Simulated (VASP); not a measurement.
# Sc2GeSe (P4/mmm) in VASP: notebook

The runs below take Sc2GeSe through single point, with PBE.

Everything below comes from runs of VASP 6.6.1. Logs are shortened: lines on timing, memory, paths and dates and some standing lists are left out, and cuts for length are marked.

### 1 The cell of the first run

Symmetry: P4/mmm, No. 123, tetragonal system. Conventional cell: a = 3.892 Å, b = 3.892 Å, c = 5.481 Å, α = 90.00°, β = 90.00°, γ = 90.00°. Sc (site symmetry 4/mmm) has 2 Ge at 2.74 Å and 4 Se at 2.75 Å within 3.6 Å. Sc (site symmetry 4/mmm) has 2 Se at 2.74 Å and 4 Ge at 2.75 Å within 3.6 Å. Ge (site symmetry 4/mmm) has 6 Sc at 2.74 to 2.75 Å within 3.6 Å. Within 3.6 Å of Se (site symmetry 4/mmm) lie 6 Sc at 2.74 to 2.75 Å.

### 2 Single point, PBE

INCAR

```
ALGO = Fast ; EDIFF = 1E-6
ENCUT = 520 ; GGA = PE
ISIF = 2 ; ISMEAR = 0
LASPH = True ; LCHARG = True
LELF = True ; LREAL = False
LVHAR = True ; LWAVE = False
NBANDS = 29 ; NELM = 60
PREC = Accurate ; SIGMA = 0.1
```

KPOINTS

```
k-points
0
Gamma
  4 4 4
```

POSCAR

```
Sc2GeSe
1.0
    3.8920991558      0.0000000000      0.0000000000
    0.0000000000      3.8920991558      0.0000000000
    0.0000000000      0.0000000000      5.4806133046
Sc Ge Se
2 1 1
Direct
    0.5000000000      0.5000000000      0.0000000000
    0.0000000000      0.0000000000      0.5000000000
    0.5000000000      0.5000000000      0.5000000000
    0.0000000000      0.0000000000      0.0000000000
```

Potentials or basis: VASP PAW PBE potentials, release 64 (Sc_sv, Ge_d, Se).

Run with:

```console
$ cat potpaw_PBE.64/Sc_sv/POTCAR potpaw_PBE.64/Ge_d/POTCAR potpaw_PBE.64/Se/POTCAR > POTCAR
$ mpirun -np 1 vasp_std > vasp.out
```

OUTCAR:

```text
EDIFF = 1E-6
   ENCUT = 520
   GGA = PE
   ISIF = 2
   ISMEAR = 0
   LASPH = True
   LREAL = False
   NELM = 60
   PREC = Accurate

 ion  position               nearest neighbor table
   1  0.500  0.500  0.000-   3 2.74   3 2.74   4 2.75   4 2.75   4 2.75   4 2.75
   2  0.000  0.000  0.500-   4 2.74   4 2.74   3 2.75   3 2.75   3 2.75   3 2.75
   3  0.500  0.500  0.500-   1 2.74   1 2.74   2 2.75   2 2.75   2 2.75   2 2.75
   4  0.000  0.000  0.000-   2 2.74   2 2.74   1 2.75   1 2.75   1 2.75   1 2.75

  LATTYP: Found a simple tetragonal cell.
 ALAT       =     3.8920991558
 C/A-ratio  =     1.4081381499

  Lattice vectors:

 A1 = (   3.8920991558,   0.0000000000,   0.0000000000)
 A2 = (   0.0000000000,   3.8920991558,   0.0000000000)
 A3 = (   0.0000000000,   0.0000000000,   5.4806133046)

Analysis of symmetry for initial positions (statically):
=====================================================================
 Subroutine PRICEL returns:
 Original cell was already a primitive cell.

 Routine SETGRP: Setting up the symmetry group for a
 simple tetragonal supercell.

 Subroutine GETGRP returns: Found 16 space group operations
 (whereof 16 operations were pure point group operations)
 out of a pool of 16 trial point group operations.

The static configuration has the point symmetry D_4h.

Analysis of symmetry for dynamics (positions and initial velocities):
=====================================================================
 Subroutine PRICEL returns:
 Original cell was already a primitive cell.

 Routine SETGRP: Setting up the symmetry group for a
 simple tetragonal supercell.

 Subroutine GETGRP returns: Found 16 space group operations
 (whereof 16 operations were pure point group operations)
 out of a pool of 16 trial point group operations.

The dynamic configuration has the point symmetry D_4h.

 Subroutine INISYM returns: Found 16 space group operations
 (whereof 16 operations are pure point group operations),
 and found     1 'primitive' translations

----------------------------------------------------------------------------------------

                                     Primitive cell

  volume of cell :      83.0227

  direct lattice vectors                    reciprocal lattice vectors
[... 82 lines left out ...]
   ENCUT  =  520.0 eV  38.22 Ry    6.18 a.u.   7.24  7.24 10.19*2*pi/ulx,y,z
   NELM   =     60;   NELMIN=  2; NELMDL= -5     # of ELM steps
   EDIFF  = 0.1E-05   stopping-criterion for ELM
   LREAL  =      F    real-space projection
   EDIFFG = 0.1E-04   stopping-criterion for IOM
   NSW    =      0    number of steps for IOM
   IBRION =     -1    ionic relax: 0-MD 1-quasi-New 2-CG
   NFREE  =      0    steps in history (QN), initial steepest desc. (CG)
   ISIF   =      2    stress and relaxation
   ISYM   =      2    0-nonsym 1-usesym 2-fastsym
   POTIM  = 0.5000    time-step for ionic-motion
   TEBEG  =    0.0;   TEEND  =   0.0 temperature during run
   PSTRESS=    0.0 pullay stress
   NELECT =      42.0000    total number of electrons
   NUPDOWN=      -1.0000    fix difference up-down
   EMIN   =  10.00;   EMAX   =-10.00  energy-range for DOS
   EFERMI =   0.00;   METHOD = LEGACY
   ISMEAR =     0;   SIGMA  =   0.10  broadening in eV -4-tet -1-fermi 0-gaus
   EFERMI_NEDOS =   21; number of points for ismear=-14 and -15
   IALGO  =     68    algorithm
   IMIX   =      4    mixing-type and parameters
     AMIX     =   0.40;   BMIX     =  1.00
     AMIX_MAG =   1.60;   BMIX_MAG =  1.00
  volume/ion in A,a.u.               =      20.76       140.07
  Fermi-wavevector in a.u.,A,eV,Ry     =   1.304445  2.465043 23.151340  1.701575
  Thomas-Fermi vector in A             =   2.435380
   LORBIT       =      0    0 simple, 1 ext, 2 COOP (PROOUT), +10 PAW based schemes
   GGA     = PE    functional components
   LHFCALC =     F    Hartree Fock is set to
   AEXX    =    0.0000 exact exchange contribution
   IVDW    =     0    specifies the selected vdW correction
   LEPSILON=     F    determine dielectric tensor
   LRPA    =     F    only Hartree local field effects (RPA)
 non-spin polarized calculation
 RMM-DIIS sequential band-by-band and
 Gauss-broadening in eV      SIGMA  =   0.10
  energy-cutoff  :      520.00
  volume of cell :       83.02
 maximum number of plane-waves:      2250
 NGX is ok and might be reduce to    30
   NGX = 15   NGY = 15   NGZ = 21

 number of electron      42.0000012 magnetization

 Free energy of the ion-electron system (eV)
  ---------------------------------------------------
  ext. energy  EPLUGINS =         0.00000000
  ---------------------------------------------------
  free energy    TOTEN  =       -25.51282069 eV

  energy without entropy =      -25.51146278  energy(sigma->0) =      -25.51214174

 E-fermi :   5.3032     XC(G=0): -10.4682

 val. band max:        5.1682396838   @ k =   0.2500   0.0000   0.0000
 cond. band min:       5.4070141140   @ k =   0.0000   0.0000   0.5000
 fundamental gap:      0.2387744302
 Fermi energy:         5.3031996274

 k-point     1 :       0.0000    0.0000    0.0000
  band No.  band energies     occupation
      1     -44.8924      2.00000
      2     -44.1732      2.00000
      3     -23.6000      2.00000
      4     -23.6000      2.00000
      5     -23.3704      2.00000
      6     -22.9714      2.00000
[... 565 lines left out ...]
     28       8.0656      0.00000
     29       8.1748      0.00000

------------------------ aborting loop because EDIFF is reached ----------------------------------------

  FORCE on cell =-STRESS in cart. coord.  units (eV):
  Direction    XX          YY          ZZ          XY          YZ          ZX
  --------------------------------------------------------------------------------------
  -------------------------------------------------------------------------------------
  Total        0.0134597      0.0134597      0.1595172      0.0000000     -0.0000000      0.0000000
  in kB        0.2597468      0.2597468      3.0783728      0.0000000     -0.0000000      0.0000000
  external PRESSURE =       1.1992888 kB  Pullay stress =       0.0000000 kB

 VOLUME and BASIS-vectors are now :
 -----------------------------------------------------------------------------
  energy-cutoff  :      520.00
  volume of cell :       83.02
      direct lattice vectors                 reciprocal lattice vectors
     3.892099156  0.000000000  0.000000000     0.256930762  0.000000000  0.000000000
     0.000000000  3.892099156  0.000000000     0.000000000  0.256930762  0.000000000
     0.000000000  0.000000000  5.480613305     0.000000000  0.000000000  0.182461331

 POSITION                                       TOTAL-FORCE (eV/Angst)
 -----------------------------------------------------------------------------------
      1.94605      1.94605      0.00000         0.000000      0.000000      0.000000
      0.00000      0.00000      2.74031         0.000000      0.000000      0.000000
      1.94605      1.94605      2.74031         0.000000      0.000000      0.000000
      0.00000      0.00000      0.00000         0.000000      0.000000      0.000000
 -----------------------------------------------------------------------------------
    total drift:                                0.000000      0.000000      0.000000

  FREE ENERGIE OF THE ION-ELECTRON SYSTEM (eV)
  ---------------------------------------------------
  free  energy   TOTEN  =       -25.5128206906 eV

  energy  without entropy=      -25.5114627806  energy(sigma->0) =      -25.51214174
```

OSZICAR:

```text
N       E                     dE             d eps       ncg     rms          rms(c)
DAV:   1     0.608436033521E+03    0.60844E+03   -0.20251E+04  1141   0.257E+03
DAV:   2     0.503199941666E+02   -0.55812E+03   -0.54767E+03  1148   0.793E+02
DAV:   3    -0.253282941769E+02   -0.75648E+02   -0.73998E+02  1606   0.231E+02
DAV:   4    -0.290178231371E+02   -0.36895E+01   -0.36697E+01  1523   0.516E+01
DAV:   5    -0.291246003665E+02   -0.10678E+00   -0.10671E+00  1689   0.955E+00    0.114E+01
RMM:   6    -0.254319186226E+02    0.36927E+01   -0.95960E+00  1418   0.220E+01    0.336E+00
RMM:   7    -0.255854975412E+02   -0.15358E+00   -0.43983E+00  1599   0.934E+00    0.211E+00
RMM:   8    -0.255006948491E+02    0.84803E-01   -0.33888E-01  1452   0.598E+00    0.165E+00
RMM:   9    -0.255100336880E+02   -0.93388E-02   -0.16588E-01  1585   0.222E+00    0.803E-01
RMM:  10    -0.255127380938E+02   -0.27044E-02   -0.42472E-02  1713   0.117E+00    0.200E-01
RMM:  11    -0.255124129221E+02    0.32517E-03   -0.84274E-03  1573   0.656E-01    0.938E-02
RMM:  12    -0.255127416062E+02   -0.32868E-03   -0.32693E-03  1757   0.255E-01    0.345E-02
RMM:  13    -0.255127926775E+02   -0.51071E-04   -0.54285E-04  1698   0.971E-02    0.129E-02
RMM:  14    -0.255128126366E+02   -0.19959E-04   -0.28203E-04  1552   0.621E-02    0.516E-03
RMM:  15    -0.255128168281E+02   -0.41914E-05   -0.52494E-05  1329   0.293E-02    0.284E-03
RMM:  16    -0.255128197419E+02   -0.29138E-05   -0.32912E-05  1128   0.190E-02    0.132E-03
RMM:  17    -0.255128206906E+02   -0.94873E-06   -0.66177E-06  1047   0.134E-02
   1 F= -.25512821E+02 E0= -.25512142E+02  d E =-.135791E-02
```

stdout:

```text
POSCAR found type information on POSCAR ScGeSe
 POSCAR found :  3 types and       4 ions
 scaLAPACK will be used
 LDA part: xc-table for (Slater+PW92), standard interpolation
 POSCAR, INCAR and KPOINTS ok, starting setup
 FFT: planning ... GRIDC
 FFT: planning ... GRID_SOFT
 FFT: planning ... GRID
 WAVECAR not read
 entering main loop
```

Run time: 40 s. Hardware: 1 thread of Oxide Virtual Turin-like, shared host; peak memory 0.17 GiB.

Results:

```
Free energy            : -25.5128 eV
Pressure               : 0.1 GPa
Band gap on the k mesh : zero (bands 21 and 22 overlap by 1.47 eV)
```

Caveat: the k points lie up to 0.40 Å⁻¹ apart, too coarse for converged energies and pressures of a metal.

### 3 Single point, PBE

INCAR

```
SYSTEM = Sc2GeSe
ALGO     = Fast           ! electronic algorithm
EDIFF    = 1E-6           ! SCF threshold, eV
ENCUT    = 520            ! plane-wave cutoff, eV
GGA      = PE             ! functional
ISIF     = 2              ! what is computed and relaxed
ISMEAR   = 0              ! smearing method
LASPH    = .TRUE.         ! aspherical terms in the spheres
LCHARG   = .FALSE.        ! write CHGCAR
LREAL    = .FALSE.        ! projectors in reciprocal space
LWAVE    = .FALSE.        ! write WAVECAR
NBANDS   = 29             ! bands
NELM     = 100            ! most SCF steps
PREC     = Accurate       ! precision mode
SIGMA    = 0.1            ! smearing width, eV
```

KPOINTS

```
k-points
0
G
  4 4 4
  0 0 0
```

POSCAR is that of step 2.

Potentials or basis: VASP PAW PBE potentials, release 64 (Sc_sv, Ge_d, Se).

Run with:

```console
$ cat potpaw_PBE.64/Sc_sv/POTCAR potpaw_PBE.64/Ge_d/POTCAR potpaw_PBE.64/Se/POTCAR > POTCAR
$ mpirun -np 1 vasp_std > vasp.out
```

It took 61 s on 1 thread of Oxide Virtual Turin-like, shared host; peak memory 0.17 GiB.

Results (log left out):

```
Free energy            : -25.5128 eV
Pressure               : 0.1 GPa
Band gap on the k mesh : zero (bands 21 and 22 overlap by 1.47 eV)
```

Stress tensor (GPa, compression positive):
```
0.03 0.00 0.00
0.00 0.03 0.00
0.00 0.00 0.31
```

Levels at points of the mesh, in eV from the Fermi level:
```
           k point  band 17  band 18  band 19  band 20  band 21  band 22  band 23  band 24  band 25  band 26
(0.00, 0.00, 0.00)    -2.82    -2.82    -0.96     0.67     0.67     0.69     0.82     0.87     1.10     1.72
(0.50, 0.00, 0.00)    -4.04    -3.81    -3.08    -1.78    -0.75     1.49     1.79     1.87     1.91     2.19
(0.50, 0.50, 0.00)    -4.84    -3.20    -0.83    -0.83    -0.80    -0.80     0.30     1.65     1.70     2.58
(0.00, 0.00, 0.50)    -2.91    -2.91    -2.43    -0.64     0.10     0.10     0.35     0.89     1.99     2.00
(0.50, 0.00, 0.50)    -5.35    -3.89    -2.27    -1.79    -1.01     1.79     2.07     2.12     2.37     2.68
(0.50, 0.50, 0.50)    -4.76    -4.23    -2.35    -2.35    -1.67     1.85     1.85     2.03     2.07     2.07
```

Caveat: the k points lie up to 0.40 Å⁻¹ apart, too coarse for converged energies and pressures of a metal.

The gap in the log of VASP goes by the Fermi energy; the results here count the filled bands.